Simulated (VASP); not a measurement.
Write the native input for VASP 6.6.1 that does the following.

```
Task                   : single point
Functional             : revPBE
Potentials or basis    : VASP PAW PBE potentials, release 64 (Os)
Cutoff                 : 520 eV
k mesh                 : 11 × 11 × 11
Occupations            : fermi-dirac, width 0.1 eV
Spin                   : no spin polarisation
Dipole correction      : no
Further INCAR settings : ALGO = Normal; EDIFF = 1e-06; NBANDS = 15
```

The structure of Os lies in POSCAR:

```
Os
1.0
    0.0000000000      2.7868452673      2.7868452673
    2.7868452673      0.0000000000      2.7868452673
    2.7868452673      2.7868452673      0.0000000000
Os
2
Direct
    0.1250000000      0.1250000000      0.1250000000
    0.8750000000      0.8750000000      0.8750000000
```

This isn't the form of Os at room conditions, which is hcp.

These files were run (other wordings do the same):

INCAR

```
PREC = Accurate
ENCUT = 520
EDIFF = 1E-6
ISMEAR = -1
SIGMA = 0.1
LREAL = False
LASPH = True
NELM = 60
ALGO = Normal
ISIF = 2
LWAVE = False
LCHARG = True
GGA = RE
LELF = True
LVHAR = True
NBANDS = 15
```

KPOINTS

```
regular mesh
0
Gamma
  11 11 11
```

Potentials or basis: VASP PAW PBE potentials, release 64 (Os).

Command:

```console
$ cat potpaw_PBE.64/Os/POTCAR > POTCAR
$ mpirun -np 1 vasp_std > vasp.out
```

Results of the run:

```yaml
Pressure: -1.1 GPa
Band_gap_on_the_k_mesh: zero (bands 8 and 9 overlap by 1.00 eV)
```

Caveat: the PAW data sets were made with another functional, which shifts forces and pressure a little; spin-orbit coupling is left out, which moves the levels of the heavy elements.

Run time: 40 s on 1 thread of Intel Xeon 8259CL (shared host), peak memory 0.18 GiB.
